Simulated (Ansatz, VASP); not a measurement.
## One calculation of RbSnH3, two programs

Contents of INCAR:

```
SYSTEM = RbSnH3
PREC     = Accurate       ! precision mode
ENCUT    = 500            ! plane-wave cutoff, eV
EDIFF    = 1E-6           ! SCF threshold, eV
ISMEAR   = 0              ! smearing method
SIGMA    = 0.05           ! smearing width, eV
LREAL    = .FALSE.        ! projectors in reciprocal space
LASPH    = .TRUE.         ! aspherical terms in the spheres
NELM     = 120            ! most SCF steps
ALGO     = Normal         ! electronic algorithm
ISIF     = 2              ! what is computed and relaxed
LWAVE    = .FALSE.        ! write WAVECAR
LCHARG   = .FALSE.        ! write CHGCAR
GGA      = PS             ! functional
NBANDS   = 21             ! bands
GGA_COMPAT= .FALSE.
```

Contents of KPOINTS:

```
regular mesh
0
G
  4 4 4
  0 0 0
```

File POSCAR:

```
RbSnH3
1.0
    4.6487557061      0.0000000000      0.0000000000
    0.0000000000      4.6487557061      0.0000000000
    0.0000000000      0.0000000000      4.6487557061
Rb Sn H
1 1 3
Direct
    0.0000000000      0.0000000000      0.0000000000
    0.5000000000      0.5000000000      0.5000000000
    0.5000000000      0.5000000000      0.0000000000
    0.5000000000      0.0000000000      0.5000000000
    0.0000000000      0.5000000000      0.5000000000
```

Input for Ansatz:

```yaml
crystal:
  lattice:
    - [4.6487557061, 0.0, 0.0]
    - [0.0, 4.6487557061, 0.0]
    - [0.0, 0.0, 4.6487557061]
  atoms:
    - { symbol: Rb, position: [0.0, 0.0, 0.0] }
    - { symbol: Sn, position: [0.5, 0.5, 0.5] }
    - { symbol: H, position: [0.5, 0.5, 0.0] }
    - { symbol: H, position: [0.5, 0.0, 0.5] }
    - { symbol: H, position: [0.0, 0.5, 0.5] }
basis:
  ecutwfc: 420
kpoints:
  mp_grid: { grid: [4, 4, 4] }
hamiltonian:
  xc: pbesol
scf:
  occupations: { method: gaussian, width: 0.05 }
output:
  forces: true
  stress: true
  eigenvalues: true
```

Alike in both runs: task single point; functional PBEsol; k mesh 4 × 4 × 4; occupations gaussian, width 0.05 eV; no spin polarisation.

|  | VASP | Ansatz |
| --- | --- | --- |
| version | VASP 6.6.1 | Ansatz 0.2.0 |
| potentials or method | VASP PAW PBE potentials, release 64 (Rb_sv, Sn_d, H), cutoff 500 eV | scalar-relativistic, plane waves, PAW |
| valence electrons in the cell | 26 | 26 |

VASP gave:

```
gap on the k mesh at the Fermi level (eV) : none
pressure (GPa)                            : -3.5
```

Q: Estimate Ansatz's values.

A: gap on the k mesh at the Fermi level (eV): none; pressure (GPa): -3.4.

VASP's potentials were made for PBE, not for PBEsol. A gap of «none» marks a metal or a gap that the smearing closes.
